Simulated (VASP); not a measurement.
Write the native input for VASP 6.6.1 that does the following.

```yaml
Task: single point
Functional: PBEsol
Potentials_or_basis: VASP PAW PBE potentials, release 64 (Na_pv)
Cutoff: 520 eV
k_mesh: 20 × 20 × 20
Occupations: gaussian, width 0.15 eV
Spin: no spin polarisation
Dipole_correction: no
Further_INCAR_settings: ALGO = Fast; EDIFF = 1e-07; NBANDS = 10
```

The structure of Na lies in POSCAR:

```
Na
1.0
   -1.8578294455      1.8578294455      2.7244691458
    1.8578294455     -1.8578294455      2.7244691458
    1.8578294455      1.8578294455     -2.7244691458
Na
1
Direct
    0.0000000000      0.0000000000      0.0000000000
```

This cell differs from its parent crystal: ratio of the length along z to the lengths across it x 1.05, volume and fractional coordinates fixed.

The input as run:

INCAR

```
SYSTEM = Na
PREC     = Accurate       ! precision mode
ENCUT    = 520            ! plane-wave cutoff, eV
EDIFF    = 1E-7           ! SCF threshold, eV
ISMEAR   = 0              ! smearing method
SIGMA    = 0.15           ! smearing width, eV
LREAL    = .FALSE.        ! projectors in reciprocal space
LASPH    = .TRUE.         ! aspherical terms in the spheres
NELM     = 80             ! most SCF steps
ALGO     = Fast           ! electronic algorithm
ISIF     = 2              ! what is computed and relaxed
LWAVE    = .FALSE.        ! write WAVECAR
LCHARG   = .FALSE.        ! write CHGCAR
GGA      = PS             ! functional
NBANDS   = 10             ! bands
```

KPOINTS

```
regular mesh
0
G
  20 20 20
  0 0 0
```

Potentials or basis: VASP PAW PBE potentials, release 64 (Na_pv).

Command:

```bash
$ cat potpaw_PBE.64/Na_pv/POTCAR > POTCAR
$ mpirun -np 1 vasp_std > vasp.out
```

Results of the run:

| Property | Result |
| --- | --- |
| Pressure | -0.2 GPa |

Caveat: the PAW data sets were made with another functional, which shifts forces and pressure a little.

It took 2.4 min on 1 thread of Intel(R) Xeon(R) Platinum 8488C (Sapphire Rapids), with other jobs on the host, peak memory 0.3 GiB.
